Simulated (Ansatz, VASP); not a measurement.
This is a calculation of CoO for Ansatz 0.2.0.

The input input.yaml:

```yaml
crystal:
  lattice:
    - [2.893886425, 0.0, 0.0]
    - [-1.4469432074, 2.5061791557, 0.0]
    - [0.0, 0.0, 2.82428977]
  atoms:
    - { symbol: Co, position: [0.0, 0.0, 0.0], spin: 2.0 }
    - { symbol: O, position: [0.6666666667, 0.3333333333, 0.5] }
hamiltonian:
  xc: pbe
  pseudopotentials: { kind: paw }
magnetization:
  spin_polarized: true
kpoints:
  mp_grid: { grid: [11, 11, 10] }
scf:
  occupations: { method: fermi_dirac, width: 0.05 }
output:
  forces: true
  stress: true
  eigenvalues: true
```

Potentials or basis: Ansatz PAW.

Run with:

```sh
$ ansatz run input.yaml --threads 2 --pin off --max-ram 5120MiB --backend cpu --events-out ev --progress --plain --runs-dir out
```

Set up the same calculation for VASP 6.6.1. Potentials there: VASP PAW PBE potentials, release 64 (Co_sv, O).

As run (the cutoff follows the program's own potentials):

Contents of INCAR:

```
PREC = Accurate
ENCUT = 600
EDIFF = 1E-6
ISMEAR = -1
SIGMA = 0.05
LREAL = False
LASPH = True
NELM = 200
ALGO = Normal
ISIF = 2
LWAVE = False
LCHARG = False
ISPIN = 2
MAGMOM = 2 0
LORBIT = 11
LMAXMIX = 4
GGA = PE
NBANDS = 22
GGA_COMPAT = False
```

The input KPOINTS:

```
regular mesh
0
Gamma
  11 11 10
```

File POSCAR:

```
CoO
1.0
    2.8938864250      0.0000000000      0.0000000000
   -1.4469432074      2.5061791557      0.0000000000
    0.0000000000      0.0000000000      2.8242897700
Co O
1 1
Direct
    0.0000000000      0.0000000000      0.0000000000
    0.6666666667      0.3333333333      0.5000000000
```

Potentials or basis: VASP PAW PBE potentials, release 64 (Co_sv, O).

The run is started by

```console
$ cat potpaw_PBE.64/Co_sv/POTCAR potpaw_PBE.64/O/POTCAR > POTCAR
$ mpirun -np 1 vasp_std > vasp.out
```

Both were run:

|  | VASP | Ansatz | Ansatz less VASP |
| --- | --- | --- | --- |
| gap on the k mesh at the Fermi level (eV) | none | none | - |
| pressure (GPa) | -15.3 | -13.2 | +2.07 |
| traceless stress, the component that is largest in VASP (GPa) | -3.99 | -3.90 | +0.088 |
| net moment per atom (μB) | 1.50 | 1.50 | 0.000 |
| size of the moment on the site where the two differ most (μB) | 0.38 | 0.41 | +0.027 |

Site moments also hang on the region over which each program counts them. A gap of «none» marks a metal or a gap that the smearing closes.
